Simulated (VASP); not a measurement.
Runs of VASP 6.6.1 on SrO. The structure is that of space group I-4m2 (No. 119), or close to it. The cells are those of the table. 

```csv
level,cell,smearing,gap on the mesh (eV),pressure (GPa)
PBE,"a = 3.949, b = 3.845, c = 3.845 Å, angles 61.8, 59.1, 59.1°, 2 atoms",fermi-dirac 0.02 eV,(c),(b)
r2SCAN,"a = 3.949, b = 3.845, c = 3.845 Å, angles 61.8, 59.1, 59.1°, 2 atoms",gaussian 0.01 eV,3.02,4.5
PBE,"a = 4.000, b = 4.000, c = 3.752 Å, angles 62.0, 62.0, 55.9°, 2 atoms",fermi-dirac 0.02 eV,2.54,3.2
r2SCAN,"a = 4.000, b = 4.000, c = 3.752 Å, angles 62.0, 62.0, 55.9°, 2 atoms",gaussian 0.01 eV,(a),2.2
```

Alike in all rows: task single point; potentials or basis VASP PAW PBE potentials, release 64 (Sr_sv, O); no spin polarisation; k mesh 8 × 8 × 8; cutoff (eV) 520.

Task: Fill in the values left out.

Result: (a) 2.94; (b) 5.4; (c) 2.63.

Caveats: the PAW data sets were made with another functional, which shifts forces and pressure a little (some runs).

A k mesh can miss the band edges, and the runs leave out spin-orbit coupling on Sr.
